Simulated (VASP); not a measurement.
# S (Fm-3m) in VASP: further runs, part 2 of 2

VASP 6.6.1.

## 5. Single point, PBE

This run uses another cell than the first one, of 11.20 Å³/atom, 1.364 times its volume.

Input file INCAR:

```
SYSTEM = S
  PREC = Accurate
  ENCUT = 520
  EDIFF = 1E-7
  ISMEAR = -1
  SIGMA = 0.08
  LREAL = .False.
  LASPH = .True.
  NELM = 80
  ALGO = Normal
  ISIF = 2
  LWAVE = .False.
  LCHARG = .False.
  GGA = PE
  NBANDS = 9
```

Input file KPOINTS:

```
Automatic mesh
0
Gamma
  18 18 18
  0 0 0
```

Input file POSCAR:

```
S
1.0
    0.0000000000      1.7758123202      1.7758123202
    1.7758123202      0.0000000000      1.7758123202
    1.7758123202      1.7758123202      0.0000000000
S
1
Direct
    0.0000000000      0.0000000000      0.0000000000
```

Potentials or basis: VASP PAW PBE potentials, release 64 (S).

Command:

```
> cat potpaw_PBE.64/S/POTCAR > POTCAR
> mpirun -np 1 vasp_std > vasp.out
```

OUTCAR:

```text
SYSTEM = S
   PREC = Accurate
   ENCUT = 520
   EDIFF = 1E-7
   ISMEAR = -1
   LREAL = .False.
   LASPH = .True.
   NELM = 80
   ISIF = 2
   GGA = PE

 ion  position               nearest neighbor table
   1  0.000  0.000  0.000-

  LATTYP: Found a face centered cubic cell.
 ALAT       =     3.5516246404

  Lattice vectors:

 A1 = (   0.0000000000,   1.7758123202,   1.7758123202)
 A2 = (   1.7758123202,   0.0000000000,   1.7758123202)
 A3 = (   1.7758123202,   1.7758123202,   0.0000000000)

Analysis of symmetry for initial positions (statically):
=====================================================================
 Subroutine PRICEL returns:
 Original cell was already a primitive cell.

 Routine SETGRP: Setting up the symmetry group for a
 face centered cubic supercell.

 Subroutine GETGRP returns: Found 48 space group operations
[... 9 lines left out ...]

 Routine SETGRP: Setting up the symmetry group for a
 face centered cubic supercell.

 Subroutine GETGRP returns: Found 48 space group operations
[... 11 lines left out ...]
                                     Primitive cell

  volume of cell :      11.2001

[... 129 lines left out ...]
  free energy    TOTEN  =        -2.22970389 eV

  energy without entropy =       -2.21683776  energy(sigma->0) =       -2.22327083

 E-fermi :  13.2726     XC(G=0): -12.8848

 val. band max:       13.2655771398   @ k =   0.4444   0.2778   0.0556
 cond. band min:      13.2947572516   @ k =   0.2778   0.2222   0.0556
 fundamental gap:      0.0291801119
 Fermi energy:        13.2726282202

 k-point     1 :       0.0000    0.0000    0.0000
  band No.  band energies     occupation
      1      -7.6419      2.00000
      2      18.8003      0.00000
      3      18.8003      0.00000
      4      18.8003      0.00000
      5      25.4629      0.00000
      6      25.4629      0.00000
      7      25.4629      0.00000
      8      32.6723      0.00000
      9      32.6726      0.00000
[... 265 lines left out ...]
 k-point    24 :      -0.2222    0.0556    0.0000
  band No.  band energies     occupation
      1      -5.6800      2.00000
      2      10.8747      2.00000
      3      16.2412      0.00000
      4      17.9427      0.00000
      5      25.2171      0.00000
      6      26.2786      0.00000
      7      26.8469      0.00000
      8      30.5308      0.00000
      9      32.1921      0.00000

 [... further k-points ...]
[... 5 lines left out ...]
  --------------------------------------------------------------------------------------
  -------------------------------------------------------------------------------------
  Total        3.8840915      3.8840915      3.8840915     -0.0000000      0.0000000      0.0000000
  in kB      555.6212474    555.6212474    555.6212474     -0.0000000      0.0000000      0.0000000
  external PRESSURE =     555.6212474 kB  Pullay stress =       0.0000000 kB

 VOLUME and BASIS-vectors are now :
 -----------------------------------------------------------------------------
  energy-cutoff  :      520.00
  volume of cell :       11.20
      direct lattice vectors                 reciprocal lattice vectors
     0.000000000  1.775812320  1.775812320    -0.281561286  0.281561286  0.281561286
     1.775812320  0.000000000  1.775812320     0.281561286 -0.281561286  0.281561286
     1.775812320  1.775812320  0.000000000     0.281561286  0.281561286 -0.281561286

 POSITION                                       TOTAL-FORCE (eV/Angst)
 -----------------------------------------------------------------------------------
      0.00000      0.00000      0.00000         0.000000      0.000000      0.000000
 -----------------------------------------------------------------------------------
    total drift:                                0.000000      0.000000      0.000000

  FREE ENERGIE OF THE ION-ELECTRON SYSTEM (eV)
  ---------------------------------------------------
  free  energy   TOTEN  =        -2.2297038921 eV

  energy  without entropy=       -2.2168377602  energy(sigma->0) =       -2.22327083
```

OSZICAR:

```text
N       E                     dE             d eps       ncg     rms          rms(c)
DAV:   1     0.724022518527E+01    0.72402E+01   -0.32309E+03  3728   0.583E+02
DAV:   2    -0.207640802026E+01   -0.93166E+01   -0.89668E+01  5285   0.783E+01
DAV:   3    -0.222817294068E+01   -0.15176E+00   -0.15016E+00  3906   0.819E+00
DAV:   4    -0.222844216343E+01   -0.26922E-03   -0.26920E-03  4746   0.417E-01
DAV:   5    -0.222844239091E+01   -0.22748E-06   -0.22715E-06  4033   0.997E-03    0.159E+01
DAV:   6    -0.222903072839E+01   -0.58834E-03   -0.67423E-04  3908   0.171E-01    0.958E+00
DAV:   7    -0.222970675302E+01   -0.67602E-03   -0.13110E-03  3839   0.252E-01    0.664E-02
DAV:   8    -0.222970244452E+01    0.43085E-05   -0.28009E-05  3865   0.361E-02    0.257E-02
DAV:   9    -0.222970395645E+01   -0.15119E-05   -0.62538E-06  3800   0.155E-02    0.275E-03
DAV:  10    -0.222970389211E+01    0.64332E-07   -0.13080E-07  3957   0.280E-03
   1 F= -.22297039E+01 E0= -.22232708E+01  d E =-.128661E-01
```

It took 14 s on 1 thread of AMD EPYC 7R13 (Zen 3), shared host; peak memory 0.1 GiB.

What came out:

* Free energy: -2.2297 eV
* Pressure: 55.6 GPa
* Band gap on the k mesh: zero (band 3 reaches 18.80 eV, above the bottom of band 4 at 8.83 eV)

Levels at points of the mesh, in eV from the Fermi level:
```
           k point  band 1  band 2  band 3  band 4  band 5  band 6  band 7
(0.00, 0.00, 0.00)  -20.91    5.53    5.53    5.53   12.19   12.19   12.19
(0.50, 0.00, 0.00)  -14.25  -10.99    3.36    3.36   11.06   11.14   11.14
(0.50, 0.50, 0.00)  -11.27   -9.50   -1.15   -1.15    4.03    4.62   25.56
```

## 6. The runs side by side

```tsv
level	cell	gap on the mesh (eV)	pressure (GPa)
PBEsol	a = 2.265 Å, angles 60.0°, 1 atom	none	184.7
PBEsol	a = 2.394 Å, angles 60.0°, 1 atom	none	96.5
PBEsol	a = 2.511 Å, angles 60.0°, 1 atom	none	49.0
PBE	a = 2.511 Å, angles 60.0°, 1 atom	none	55.6
```

Alike in all rows: task single point; potentials or basis VASP PAW PBE potentials, release 64 (S); no spin polarisation; k mesh 18 × 18 × 18; cutoff (eV) 520; smearing fermi-dirac 0.08 eV.

Caveats: the PAW data sets were made with another functional, which shifts forces and pressure a little (some runs).

Total energies depend on the potentials used, so only differences within one code and one set of settings carry meaning.
